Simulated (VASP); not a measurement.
# Si (a cell with a defect) in VASP: relaxation of the atoms with PBEsol

Aim: the relaxation of the atoms of Si (a cell with a defect) with PBEsol.

Everything below comes from runs of VASP 6.6.1. Logs are shortened: lines on timing, memory, paths and dates and some standing lists are left out, and cuts for length are marked.

**1. The cell of the first run**

The cell holds a defect, 17 atoms: a = 7.679 Å, b = 7.679 Å, c = 7.679 Å, α = 60.00°, β = 60.00°, γ = 60.00°.

**2. Relaxation of the atoms, PBEsol**

Contents of INCAR:

```
PREC = Accurate ; ENCUT = 520
EDIFF = 1E-7 ; ISMEAR = 0
SIGMA = 0.05 ; LREAL = Auto
LASPH = True ; NELM = 60
ALGO = Normal ; ISIF = 2
LWAVE = False ; LCHARG = False
GGA = PS ; IBRION = 2
NSW = 80 ; EDIFFG = -0.03
```

Contents of KPOINTS:

```
Automatic mesh
0
Gamma
  2 2 2
```

Contents of POSCAR:

```
Si
1.0
    0.0000000000      5.4300000000      5.4300000000
    5.4300000000      0.0000000000      5.4300000000
    5.4300000000      5.4300000000      0.0000000000
Si
17
Direct
    0.0000000000      0.0000000000      0.0000000000
    0.1250000000      0.1250000000      0.1250000000
    0.0000000000      0.0000000000      0.5000000000
    0.1250000000      0.1250000000      0.6250000000
    0.0000000000      0.5000000000      0.0000000000
    0.1250000000      0.6250000000      0.1250000000
    0.0000000000      0.5000000000      0.5000000000
    0.1250000000      0.6250000000      0.6250000000
    0.5000000000      0.0000000000      0.0000000000
    0.6250000000      0.1250000000      0.1250000000
    0.5000000000      0.0000000000      0.5000000000
    0.6250000000      0.1250000000      0.6250000000
    0.5000000000      0.5000000000      0.0000000000
    0.6250000000      0.6250000000      0.1250000000
    0.5000000000      0.5000000000      0.5000000000
    0.6250000000      0.6250000000      0.6250000000
    0.8117611000      0.3214105000      0.0582006000
```

Potentials or basis: VASP PAW PBE potentials, release 64 (Si).

Started as:

```bash
$ cat potpaw_PBE.64/Si/POTCAR > POTCAR
$ mpirun -np 1 vasp_std > vasp.out
```

OUTCAR:

```text
PREC = Accurate
   ENCUT = 520
   EDIFF = 1E-7
   ISMEAR = 0
   LREAL = Auto
   LASPH = True
   NELM = 60
   ISIF = 2
   GGA = PS
   IBRION = 2
   NSW = 80
   EDIFFG = -0.03

 ion  position               nearest neighbor table
   1  0.000  0.000  0.000-  17 2.30   4 2.35   6 2.35  10 2.35   2 2.35
   2  0.125  0.125  0.125-  17 2.27   3 2.35   5 2.35   9 2.35   1 2.35
   3  0.000  0.000  0.500-   2 2.35   4 2.35   8 2.35  12 2.35
   4  0.125  0.125  0.625-   1 2.35   3 2.35   7 2.35  11 2.35
   5  0.000  0.500  0.000-  17 2.21   6 2.35   8 2.35  14 2.35   2 2.35
   6  0.125  0.625  0.125-   1 2.35   5 2.35   7 2.35  13 2.35
   7  0.000  0.500  0.500-   4 2.35   6 2.35   8 2.35  16 2.35
   8  0.125  0.625  0.625-   3 2.35   5 2.35   7 2.35  15 2.35
   9  0.500  0.000  0.000-   2 2.35  10 2.35  12 2.35  14 2.35
  10  0.625  0.125  0.125-  17 2.29   9 2.35  11 2.35  13 2.35   1 2.35
  11  0.500  0.000  0.500-   4 2.35  10 2.35  12 2.35  16 2.35
  12  0.625  0.125  0.625-   3 2.35   9 2.35  11 2.35  15 2.35
  13  0.500  0.500  0.000-  17 2.23  10 2.35  14 2.35  16 2.35   6 2.35
  14  0.625  0.625  0.125-  17 2.21   9 2.35  13 2.35  15 2.35   5 2.35
  15  0.500  0.500  0.500-   8 2.35  12 2.35  14 2.35  16 2.35
  16  0.625  0.625  0.625-   7 2.35  11 2.35  13 2.35  15 2.35
  17  0.812  0.321  0.058-  14 2.21   5 2.21  13 2.23   2 2.27  10 2.29   1 2.30

  LATTYP: Found a face centered cubic cell.
 ALAT       =    10.8600000000

  Lattice vectors:

 A1 = (   0.0000000000,   5.4300000000,   5.4300000000)
 A2 = (   5.4300000000,   0.0000000000,   5.4300000000)
 A3 = (   5.4300000000,   5.4300000000,   0.0000000000)

Analysis of symmetry for initial positions (statically):
=====================================================================
 Subroutine PRICEL returns:
 Original cell was already a primitive cell.

 Routine SETGRP: Setting up the symmetry group for a
 face centered cubic supercell.

 Subroutine GETGRP returns: Found  1 space group operations
 (whereof  1 operations were pure point group operations)
 out of a pool of 48 trial point group operations.

The static configuration has the point symmetry C_1 .

Analysis of symmetry for dynamics (positions and initial velocities):
=====================================================================
 Subroutine PRICEL returns:
 Original cell was already a primitive cell.

 Routine SETGRP: Setting up the symmetry group for a
 face centered cubic supercell.

 Subroutine GETGRP returns: Found  1 space group operations
 (whereof  1 operations were pure point group operations)
 out of a pool of 48 trial point group operations.

The dynamic configuration has the point symmetry C_1 .

 Subroutine INISYM returns: Found  1 space group operations
 (whereof  1 operations are pure point group operations),
 and found     1 'primitive' translations

----------------------------------------------------------------------------------------

                                     Primitive cell

  volume of cell :     320.2060

  direct lattice vectors                    reciprocal lattice vectors
     0.000000000  5.430000000  5.430000000    -0.092081031  0.092081031  0.092081031
     5.430000000  0.000000000  5.430000000     0.092081031 -0.092081031  0.092081031
     5.430000000  5.430000000  0.000000000     0.092081031  0.092081031 -0.092081031

  length of vectors
     7.679179644  7.679179644  7.679179644     0.159489025  0.159489025  0.159489025

  position of ions in fractional coordinates (direct lattice)
     0.000000000  0.000000000  0.000000000
     0.125000000  0.125000000  0.125000000
     0.000000000  0.000000000  0.500000000
     0.125000000  0.125000000  0.625000000
     0.000000000  0.500000000  0.000000000
     0.125000000  0.625000000  0.125000000
[... 9 lines left out ...]
     0.625000000  0.625000000  0.625000000
     0.811761100  0.321410500  0.058200600

  ion indices of the primitive-cell ions
   primitive index   ion index
                 1           1
                 2           2
                 3           3
                 4           4
                 5           5
                 6           6
[... 9 lines left out ...]
                16          16
                17          17

----------------------------------------------------------------------------------------

 KPOINTS: Automatic mesh

Automatic generation of k-mesh.
 Grid dimensions read from file:
 generate k-points for:    2    2    2

 Generating k-lattice:

  Cartesian coordinates                     Fractional coordinates (reciprocal lattice)
    -0.046040516  0.046040516  0.046040516     0.500000000  0.000000000  0.000000000
     0.046040516 -0.046040516  0.046040516     0.000000000  0.500000000  0.000000000
     0.046040516  0.046040516 -0.046040516     0.000000000  0.000000000  0.500000000

  Length of vectors
     0.079744512  0.079744512  0.079744512

  Shift w.r.t. Gamma in fractional coordinates (k-lattice)
     0.000000000  0.000000000  0.000000000

 Subroutine IBZKPT returns following result:
 ===========================================

 Found      8 irreducible k-points:

 Following reciprocal coordinates:
            Coordinates               Weight
  0.000000  0.000000  0.000000      1.000000
  0.500000  0.000000  0.000000      1.000000
  0.000000  0.500000  0.000000      1.000000
  0.000000  0.000000  0.500000      1.000000
  0.500000  0.500000  0.500000      1.000000
  0.500000  0.500000  0.000000      1.000000
  0.000000  0.500000  0.500000      1.000000
  0.500000  0.000000  0.500000      1.000000
   k-points           NKPTS =      8   k-points in BZ     NKDIM =      8   number of bands    NBANDS=     43
   number of dos      NEDOS =    301   number of ions     NIONS =     17
   total plane-waves  NPLWV = 216000
   dimension x,y,z NGX =    60 NGY =   60 NGZ =   60
   dimension x,y,z NGXF=   120 NGYF=  120 NGZF=  120
   ions per type =              17
   NGX,Y,Z   is equivalent  to a cutoff of  12.99, 12.99, 12.99 a.u.
   NGXF,Y,Z  is equivalent  to a cutoff of  25.98, 25.98, 25.98 a.u.
 SYSTEM =  unknown system
   PREC   = accura    normal or accurate (medium, high low for compatibility)
   ISTART =      0    job   : 0-new  1-cont  2-samecut
   ICHARG =      2    charge: 1-file 2-atom 10-const
   ISPIN  =      1    spin polarized calculation?
   LNONCOLLINEAR =      F non collinear calculations
   LSORBIT =      F    spin-orbit coupling
   LASPH  =      T    aspherical Exc in radial PAW
   ENCUT  =  520.0 eV  38.22 Ry    6.18 a.u.  14.28 14.28 14.28*2*pi/ulx,y,z
   NELM   =     60;   NELMIN=  2; NELMDL= -5     # of ELM steps
   EDIFF  = 0.1E-06   stopping-criterion for ELM
   LREAL  =      T    real-space projection
   EDIFFG = -.3E-01   stopping-criterion for IOM
   NSW    =     80    number of steps for IOM
   IBRION =      2    ionic relax: 0-MD 1-quasi-New 2-CG
   NFREE  =      1    steps in history (QN), initial steepest desc. (CG)
   ISIF   =      2    stress and relaxation
   ISYM   =      2    0-nonsym 1-usesym 2-fastsym
   POTIM  = 0.5000    time-step for ionic-motion
   TEBEG  =    0.0;   TEEND  =   0.0 temperature during run
   PSTRESS=    0.0 pullay stress
   NELECT =      68.0000    total number of electrons
   NUPDOWN=      -1.0000    fix difference up-down
   EMIN   =  10.00;   EMAX   =-10.00  energy-range for DOS
   EFERMI =   0.00;   METHOD = LEGACY
   ISMEAR =     0;   SIGMA  =   0.05  broadening in eV -4-tet -1-fermi 0-gaus
   EFERMI_NEDOS =   21; number of points for ismear=-14 and -15
   IALGO  =     38    algorithm
   IMIX   =      4    mixing-type and parameters
     AMIX     =   0.40;   BMIX     =  1.00
     AMIX_MAG =   1.60;   BMIX_MAG =  1.00
  volume/ion in A,a.u.               =      18.84       127.11
  Fermi-wavevector in a.u.,A,eV,Ry     =   0.976715  1.845724 12.979587  0.953973
  Thomas-Fermi vector in A             =   2.107356
   LORBIT       =      0    0 simple, 1 ext, 2 COOP (PROOUT), +10 PAW based schemes
   GGA     = PS    functional components
   LHFCALC =     F    Hartree Fock is set to
   AEXX    =    0.0000 exact exchange contribution
   IVDW    =     0    specifies the selected vdW correction
   LEPSILON=     F    determine dielectric tensor
   LRPA    =     F    only Hartree local field effects (RPA)
 conjugate gradient relaxation of ions
 non-spin polarized calculation
 Gauss-broadening in eV      SIGMA  =   0.05
  energy-cutoff  :      520.00
  volume of cell :      320.21
 maximum number of plane-waves:      8646
 NGX is ok and might be reduce to    60
   NGX = 29   NGY = 29   NGZ = 29

--------------------------------------- Ionic step        1  -------------------------------------------

 number of electron      68.0000003 magnetization

 Free energy of the ion-electron system (eV)
  ---------------------------------------------------
  ext. energy  EPLUGINS =         0.00000000
  ---------------------------------------------------
  free energy    TOTEN  =       -92.62460356 eV

  energy without entropy =      -92.61272329  energy(sigma->0) =      -92.61866342

------------------------ aborting loop because EDIFF is reached ----------------------------------------

  FORCE on cell =-STRESS in cart. coord.  units (eV):
  Direction    XX          YY          ZZ          XY          YZ          ZX
  --------------------------------------------------------------------------------------
  -------------------------------------------------------------------------------------
  Total       11.5564108     11.4299877     11.4511196     -4.2824126      4.3047149      4.2791179
  in kB       57.8234593     57.1908910     57.2966259    -21.4274062     21.5389980     21.4109210
  external PRESSURE =      57.4369921 kB  Pullay stress =       0.0000000 kB
[... 134 lines left out ...]
  FREE ENERGIE OF THE ION-ELECTRON SYSTEM (eV)
  ---------------------------------------------------
  free  energy   TOTEN  =       -93.3233240786 eV

  energy  without entropy=      -93.3162336017  energy(sigma->0) =      -93.31977884

[... ionic steps 4 to 17 ...]

--------------------------------------- Ionic step       18  -------------------------------------------

 number of electron      68.0000000 magnetization

------------------------ aborting loop because EDIFF is reached ----------------------------------------

  FORCE on cell =-STRESS in cart. coord.  units (eV):
  Direction    XX          YY          ZZ          XY          YZ          ZX
  --------------------------------------------------------------------------------------
  -------------------------------------------------------------------------------------
  Total        5.5110993      5.5064279      5.5076566     -0.8970317      0.8789643      0.8956059
  in kB       27.5752422     27.5518686     27.5580164     -4.4883726      4.3979706      4.4812382
  external PRESSURE =      27.5617090 kB  Pullay stress =       0.0000000 kB
[... 87 lines left out ...]
  energy  without entropy=      -93.6211244962  energy(sigma->0) =      -93.62475475

--------------------------------------- Ionic step       20  -------------------------------------------

 number of electron      68.0000000 magnetization

 Free energy of the ion-electron system (eV)
  ---------------------------------------------------
  ext. energy  EPLUGINS =         0.00000000
  ---------------------------------------------------
  free energy    TOTEN  =       -93.62872247 eV

  energy without entropy =      -93.62164066  energy(sigma->0) =      -93.62518157

 E-fermi :   6.5813     XC(G=0):  -9.8232

 val. band max:        6.5618896751   @ k =   0.0000   0.0000   0.5000
 cond. band min:       6.6183380837   @ k =   0.0000   0.0000   0.0000
 fundamental gap:      0.0564484086
 Fermi energy:         6.5812577119

 k-point     1 :       0.0000    0.0000    0.0000
  band No.  band energies     occupation
      1      -6.2786      2.00000
      2      -3.9290      2.00000
      3      -3.6831      2.00000
      4      -3.6823      2.00000
      5      -3.4226      2.00000
      6      -2.5797      2.00000
[... 401 lines left out ...]
  FREE ENERGIE OF THE ION-ELECTRON SYSTEM (eV)
  ---------------------------------------------------
  free  energy   TOTEN  =       -93.6287224705 eV

  energy  without entropy=      -93.6216406619  energy(sigma->0) =      -93.62518157

 reached required accuracy - stopping structural energy minimisation
```

It took 56 min on 1 thread of Oxide Virtual Turin-like, shared host; peak memory 0.5 GiB.

Results:

- Free energy: -93.6287 eV
- Energy gained by relaxing: 59.1 meV/atom
- Ionic steps: 20
- Pressure after relaxing: 2.7 GPa
- Largest force after relaxing: 0.026 eV/Å
- Band gap on the k mesh: 0.06 eV

Forces in eV/Å, atoms in the order of the input:
```
Si   0.012  0.008 -0.010
Si  -0.010 -0.003  0.004
Si  -0.007 -0.001  0.005
Si   0.006  0.007 -0.007
Si   0.007  0.005 -0.004
Si   0.005  0.010 -0.014
Si   0.005  0.007 -0.008
Si   0.011  0.015 -0.002
Si  -0.018 -0.008  0.006
Si  -0.010 -0.005  0.006
Si  -0.006 -0.005  0.002
Si  -0.009 -0.004  0.004
Si   0.006  0.005 -0.007
Si   0.002 -0.005  0.006
Si   0.001 -0.013  0.011
Si   0.009  0.003 -0.013
Si  -0.004 -0.016  0.020
```

Step by step:
```csv
step,energy change (eV),largest force (eV/Å),pressure (GPa)
1,0.0000,2.6217,5.74
2,-0.6983,0.7413,4.44
3,-0.6987,0.7340,4.45
4,-0.7808,0.4323,4.28
5,-0.7845,0.4345,4.25
6,-0.8187,0.2768,4.17
7,-0.8261,0.2603,4.12
8,-0.8583,0.2291,4.04
9,-0.9199,0.3796,3.78
10,-0.8977,0.8261,3.17
11,-0.9327,0.5743,3.54
12,-0.9505,0.5062,3.44
13,-0.9865,0.3060,3.12
14,-0.9822,0.3456,2.44
15,-0.9970,0.1399,2.81
16,-1.0004,0.0809,2.78
17,-1.0015,0.0905,2.76
18,-1.0025,0.0744,2.76
19,-1.0038,0.0364,2.75
20,-1.0041,0.0264,2.74
```

Final structure:
```yaml
crystal:
  lattice:
    - [0.00000, 5.43000, 5.43000]
    - [5.43000, 0.00000, 5.43000]
    - [5.43000, 5.43000, 0.00000]
  atoms:
    - { symbol: Si, position: [0.01030, 0.97313, 0.00652] }
    - { symbol: Si, position: [0.15007, 0.11685, 0.11722] }
    - { symbol: Si, position: [0.01360, 0.99906, 0.48899] }
    - { symbol: Si, position: [0.12739, 0.11085, 0.63454] }
    - { symbol: Si, position: [0.01011, 0.51078, 0.00676] }
    - { symbol: Si, position: [0.10519, 0.60591, 0.18398] }
    - { symbol: Si, position: [0.97871, 0.47929, 0.56352] }
    - { symbol: Si, position: [0.12732, 0.62790, 0.63464] }
    - { symbol: Si, position: [0.51832, 0.01905, 0.94450] }
    - { symbol: Si, position: [0.61603, 0.11677, 0.11726] }
    - { symbol: Si, position: [0.49853, 0.99904, 0.48901] }
    - { symbol: Si, position: [0.64443, 0.14501, 0.56631] }
    - { symbol: Si, position: [0.47255, 0.51083, 0.00672] }
    - { symbol: Si, position: [0.61623, 0.65060, 0.11714] }
    - { symbol: Si, position: [0.49854, 0.51410, 0.48903] }
    - { symbol: Si, position: [0.61032, 0.62790, 0.63464] }
    - { symbol: Si, position: [0.81413, 0.31435, 0.05744] }
```

Caveat: the k points lie up to 0.50 Å⁻¹ apart; semilocal functionals underestimate gaps, and a narrow one can read as zero; the PAW data sets were made with another functional, which shifts forces and pressure a little.
